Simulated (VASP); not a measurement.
The system is La2O3.

```xyz
5
Lattice="3.9308 0.0000 0.0000 -1.9654 3.4042 0.0000 0.0000 0.0000 6.1120" Properties=species:S:1:pos:R:3 pbc="T T T"
La    0.0000    2.2694    1.5050
La    1.9654    1.1347    4.6070
O     0.0000    0.0000    0.0000
O     0.0000    2.2694    3.9477
O     1.9654    1.1347    2.1643
```

| Item | Value |
| --- | --- |
| Program | VASP 6.6.1 |
| Task | relaxation of cell and atoms |
| Functional | LDA |
| Potentials or basis | VASP PAW LDA potentials, release 64 (La, O) |
| Cutoff | 600 eV |
| k mesh | 8 × 8 × 5 |
| Occupations | fermi-dirac, width 0.05 eV |
| Spin | no spin polarisation |

At the start: pressure -6.5 GPa; volume 16.36 Å³/atom.

Task: How do energy, volume and symmetry change on relaxing?

Result: Over 12 steps the energy falls by 17.1 meV/atom and the volume is 15.51 Å³/atom (-5.2 %); space group P-3m1 (No. 164, to 0.1 Å) before and after.

Step by step:
```tsv
step	energy change (eV)	largest force (eV/Å)	pressure (GPa)	volume (Å³)
1	0.0000	0.1615	-6.50	81.78
2	0.0315	0.8522	8.89	74.18
3	-0.0777	0.2706	-0.19	78.18
4	-0.0777	0.2799	-0.06	78.11
5	-0.0834	0.0456	0.04	77.78
6	-0.0837	0.0438	0.08	77.67
7	-0.0847	0.0488	-0.10	77.70
8	-0.0850	0.0537	-0.25	77.74
9	-0.0852	0.0556	0.29	77.45
10	-0.0853	0.0378	0.09	77.54
11	-0.0855	0.0137	0.04	77.54
12	-0.0855	0.0082	0.02	77.54
```

Final structure:
```
La O
1.0
     3.88141    0.00000    0.00000
    -1.94071    3.36140    0.00000
     0.00000    0.00000    5.94330
La O
2 3
Direct
  0.33333 0.66667 0.24370
  0.66667 0.33333 0.75630
  0.00000 0.00000 0.00000
  0.33333 0.66667 0.64664
  0.66667 0.33333 0.35336
```
